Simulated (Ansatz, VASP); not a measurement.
# One calculation of MgO, two programs

The input POSCAR:

```
MgO
1.0
    0.0000000000      2.1980262510      2.1021674168
    2.1980262510      0.0000000000      2.1021674168
    2.1980262510      2.1980262510      0.0000000000
Mg O
1 1
Direct
    0.0000000000      0.0000000000      0.0000000000
    0.5000000000      0.5000000000      0.5000000000
```

The input INCAR.step1:

```
ALGO     = Normal         # electronic algorithm
EDIFF    = 1E-5           # SCF threshold, eV
ENCUT    = 750            # plane-wave cutoff, eV
GGA      = PE             # functional
GGA_COMPAT= F            
ISMEAR   = 0              # smearing method
LASPH    = T              # aspherical terms in the spheres
LCHARG   = F              # write CHGCAR
LREAL    = F              # projectors in reciprocal space
LWAVE    = T              # write WAVECAR
NBANDS   = 15             # bands
NELM     = 120            # most SCF steps
PREC     = Accurate       # precision mode
SIGMA    = 0.01           # smearing width, eV
```

File INCAR.step2:

```
ALGO     = Normal         # electronic algorithm
EDIFF    = 1E-6           # SCF threshold, eV
ENCUT    = 750            # plane-wave cutoff, eV
GGA_COMPAT= F            
ISIF     = 2              # what is computed and relaxed
ISMEAR   = 0              # smearing method
ISTART   = 1            
LASPH    = T              # aspherical terms in the spheres
LCHARG   = F              # write CHGCAR
LMIXTAU  = T            
LREAL    = F              # projectors in reciprocal space
LWAVE    = F              # write WAVECAR
METAGGA  = R2SCAN         # meta-GGA
NBANDS   = 15             # bands
NELM     = 120            # most SCF steps
PREC     = Accurate       # precision mode
SIGMA    = 0.01           # smearing width, eV
```

File KPOINTS:

```
k-points
0
Gamma
  10 10 10
```

Input for Ansatz:

```yaml
crystal:
  lattice:
    - [0.0, 2.198026251, 2.1021674168]
    - [2.198026251, 0.0, 2.1021674168]
    - [2.198026251, 2.198026251, 0.0]
  atoms:
    - { symbol: Mg, position: [0.0, 0.0, 0.0] }
    - { symbol: O, position: [0.5, 0.5, 0.5] }
kpoints:
  mp_grid: { grid: [10, 10, 10] }
  band_path:
    path:
      - [0.0, 0.0, 0.0]
      - [0.5, 0.0, 0.5]
      - [0.625, 0.25, 0.625]
      - [0.375, 0.375, 0.75]
      - [0.5, 0.5, 0.5]
      - [0.5, 0.25, 0.75]
    npoints: 1
hamiltonian:
  xc: r2scan
scf:
  occupations: { method: fixed }
  n_extra_bands: 4
output:
  forces: true
  stress: true
  eigenvalues: true
```

Change from the starting cell: biaxial_xy strain +4.6%.

Alike in both runs: task single point; functional r2SCAN; k mesh 10 × 10 × 10; no spin polarisation.

```csv
,VASP,Ansatz
version,VASP 6.6.1,Ansatz 0.2.0
potentials or method,"VASP PAW PBE potentials, release 64 (Mg_sv, O)","plane waves, PAW"
plane-wave cutoff (eV),750,500
occupations,"gaussian, width 0.01 eV",fixed
valence electrons in the cell,16,16
```

```tsv
	VASP	Ansatz	Ansatz less VASP
gap on the k mesh at the Fermi level (eV)	4.81	4.78	-0.028
pressure (GPa)	-12.2	-11.8	+0.39
traceless stress, the component that is largest in VASP (GPa)	4.18	4.01	-0.167
```

VASP's potentials were made for PBE, not for r2SCAN.
